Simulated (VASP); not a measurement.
Input of a VASP 6.6.1 run:

The input INCAR:

```
SYSTEM = PbS
  PREC = Accurate
  ENCUT = 500
  EDIFF = 1E-6
  ISMEAR = 0
  SIGMA = 0.01
  LREAL = .FALSE.
  LASPH = .TRUE.
  NELM = 120
  ALGO = Normal
  ISIF = 2
  LWAVE = .FALSE.
  LCHARG = .FALSE.
  GGA = PE
  NBANDS = 17
  GGA_COMPAT = .FALSE.
```

The input KPOINTS:

```
regular mesh
0
G
  2 2 2
  0 0 0
```

The input POSCAR:

```
PbS
1.0
    4.1942040000      0.0000000000      0.0000000000
    2.0971020000      3.6322872127      0.0000000000
    2.0971020000      1.2107624042      3.4245532257
Pb S
1 1
Direct
    0.0000000000      0.0000000000      0.0000000000
    0.5000000000      0.5000000000      0.5000000000
```

Potentials or basis: VASP PAW PBE potentials, release 64 (Pb_d, S).

Launch:

```console
$ cat potpaw_PBE.64/Pb_d/POTCAR potpaw_PBE.64/S/POTCAR > POTCAR
$ mpirun -np 1 vasp_std > vasp.out
```

Problem. Predict the pressure.

Solution. 10.5 GPa.

Problem. What does it give for the band gap on the k mesh?

Solution. 0.14 eV, direct.

Caveat: the k points lie up to 0.92 Å⁻¹ apart; spin-orbit coupling is left out, which moves the levels of the heavy elements. A k mesh can miss the band edges.
